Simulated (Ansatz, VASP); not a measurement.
Two plane-wave programs on MnS

File INCAR:

```
SYSTEM = MnS
ALGO = Normal
EDIFF = 1E-6
ENCUT = 520
GGA = PS
ISIF = 2
ISMEAR = 0
ISPIN = 2
LASPH = .True.
LCHARG = .False.
LDAU = .True.
LDAUJ = 0.5 0
LDAUL = 2 -1
LDAUPRINT = 1
LDAUTYPE = 1
LDAUU = 2 0
LMAXMIX = 4
LORBIT = 11
LREAL = .False.
LWAVE = .False.
MAGMOM = 5 0
NBANDS = 20
NELM = 150
PREC = Accurate
SIGMA = 0.05
```

The input KPOINTS:

```
k-points
0
Gamma
  6 6 6
  0 0 0
```

Contents of POSCAR:

```
MnS
1.0
    0.0000000000      2.6122498900      2.6122498900
    2.6122498900      0.0000000000      2.6122498900
    2.6122498900      2.6122498900      0.0000000000
Mn S
1 1
Direct
    0.0000000000      0.0000000000      0.0000000000
    0.5000000000      0.5000000000      0.5000000000
```

Input for Ansatz:

```yaml
crystal:
  lattice:
    - [0.0, 2.61224989, 2.61224989]
    - [2.61224989, 0.0, 2.61224989]
    - [2.61224989, 2.61224989, 0.0]
  atoms:
    - { symbol: Mn, position: [0.0, 0.0, 0.0], spin: 5.0 }
    - { symbol: S, position: [0.5, 0.5, 0.5] }
basis:
  ecutwfc: 420
  ecutrho_ratio: 4
kpoints:
  mp_grid: { grid: [6, 6, 6] }
hamiltonian:
  xc: pbesol
  hubbard: { sites: [{ site: 0, l: d, u: 2.0, j: 0.5 }] }
scf:
  occupations: { method: gaussian, width: 0.05 }
  lower_state_search: "off"
  max_iter: 150
output:
  forces: true
  stress: true
  eigenvalues: true
  populations: true
  hubbard: { sites: [{ site: 0, l: d }] }
magnetization:
  spin_polarized: true
```

Alike in both runs: task single point; functional PBEsol; k mesh 6 × 6 × 6; occupations gaussian, width 0.05 eV; collinear spin; Hubbard terms Mn d U = 2.0 eV, J = 0.5 eV.

```csv
,VASP,Ansatz
version,VASP 6.6.1,Ansatz 0.2.0
potentials or method,"VASP PAW PBE potentials, release 64 (Mn_pv, S), cutoff 520 eV","scalar-relativistic, plane waves, PAW"
valence electrons in the cell,19,21
```

VASP gave:

| Quantity | Value |
| --- | --- |
| gap on the k mesh at the Fermi level (eV) | none |
| pressure (GPa) | -3.6 |
| net moment per atom (μB) | 2.46 |
| size of the moment on the site where the two differ most (μB) | 4.44 |

What did Ansatz give for the same quantities?

gap on the k mesh at the Fermi level (eV): none; pressure (GPa): -3.2; net moment per atom (μB): 2.46; size of the moment on the site where the two differ most (μB): 4.38.

VASP's potentials were made for PBE, not for PBEsol. Site moments also hang on the region over which each program counts them. The programs project onto different local orbitals, so the same U acts differently, and such runs can settle in different states. A gap of «none» marks a metal or a gap that the smearing closes. VASP's potentials hold 19 valence electrons a cell and Ansatz's 21, so a difference there can come from the potentials and not from the codes. Ansatz's warnings: filled band counts differ across k points.
